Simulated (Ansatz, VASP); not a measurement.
HfC in VASP and in Ansatz

```
Hf C
1.0
    -0.06975    2.29013    2.29013
     2.29013   -0.06975    2.29013
     2.29013    2.29013   -0.06975
Hf C
1 1
Direct
  0.50000 0.50000 0.50000
  0.00000 0.00000 0.00000
```

Change from the starting cell: equal xy, yz and zx shear strains of -3 %, crystal datasets.

Alike in both runs: task electric field gradients; functional PBE; k mesh 15 × 15 × 15; occupations fermi-dirac, width 0.05 eV; no spin polarisation.

|  | VASP | Ansatz |
| --- | --- | --- |
| version | VASP 6.6.1 | Ansatz 0.2.0 |
| potentials or method | VASP PAW PBE potentials, release 64 (Hf_pv, C), cutoff 520 eV | all-electron PAW with datasets made for the crystal, scalar-relativistic |

```tsv
	VASP	Ansatz	Ansatz less VASP
pressure (GPa)	-0.3	0.4	+0.70
traceless stress, the component that is largest in VASP (GPa)	4.83	4.82	-0.008
size of Vzz on the site where it differs most (V/Å²)	7.6	10.0	+2.38
```

Ansatz ran all-electron here, and VASP with PAW potentials.

Neither program's run includes spin-orbit coupling.
